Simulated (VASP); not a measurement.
PbS (Galena): relaxation of cell and atoms with PBEsol

The system is PbS (Galena).

```
CELL_PARAMETERS angstrom
0.00000 2.96575 2.96575
2.96575 0.00000 2.96575
2.96575 2.96575 0.00000
ATOMIC_POSITIONS crystal
Pb 0.00000 0.00000 0.00000
S 0.50000 0.50000 0.50000
```

| Property | Result |
| --- | --- |
| Program | VASP 6.6.1 |
| Task | relaxation of cell and atoms |
| Functional | PBEsol |
| Potentials or basis | VASP PAW PBE potentials, release 64 (Pb_d, S) |
| Cutoff | 600 eV |
| k mesh | 8 × 8 × 8 |
| Occupations | fermi-dirac, width 0.05 eV |
| Spin | no spin polarisation |
| Target pressure | 10 GPa |
| Dipole correction | no |
| Further INCAR settings | ALGO = Normal; EDIFF = 1e-06; IBRION = 2; EDIFFG = -0.01; NSW = 80; ISIF = 3 |

```json
{
  "Relaxed volume": "22.59 Å³/atom",
  "Relaxed cell": "a = 3.998 Å, b = 3.998 Å, c = 3.998 Å, α = 60.00°, β = 60.00°, γ = 60.00°",
  "Space group after relaxing (to 0.05 Å)": "Fm-3m (No. 225)",
  "Energy change on relaxing (the enthalpy is what falls)": "+85.6 meV/atom",
  "Ionic steps": "4",
  "Pressure after relaxing": "10.0 GPa",
  "Band gap on the k mesh": "0.39 eV, direct"
}
```

The path:
```
step  energy change (eV)  largest force (eV/Å)  pressure (GPa)  volume (Å³)
   1              0.0000                0.0000           -0.86        52.17
   2              0.7311                0.0000           25.66        39.93
   3              0.1632                0.0000            9.69        45.31
   4              0.1713                0.0000           10.00        45.18
```

Final structure:
```
CELL_PARAMETERS angstrom
0.00000 2.82692 2.82692
2.82692 0.00000 2.82692
2.82692 2.82692 0.00000
ATOMIC_POSITIONS crystal
Pb 0.00000 0.00000 0.00000
S 0.50000 0.50000 0.50000
```

Levels at points of the mesh, in eV from the valence-band top:
```tsv
k point	band 8	band 9	band 10	band 11	band 12	band 13
(0.00, 0.00, 0.00)	-2.78	-2.78	-2.78	5.75	5.75	5.75
(0.50, 0.00, 0.00)	-2.24	-2.24	0.00	0.39	1.68	1.68
(0.50, 0.50, 0.00)	-6.43	-4.32	-4.32	3.21	6.17	6.37
```

Run time: 100 s on 1 thread of Intel Xeon 6975P-C, with other jobs on the host, peak memory 0.22 GiB.

Caveat: the cell is relaxed towards a set pressure, so the enthalpy falls and the energy may rise; the PAW data sets were made with another functional, which shifts forces and pressure a little; spin-orbit coupling is left out, which moves the levels of the heavy elements. A k mesh can miss the band edges.
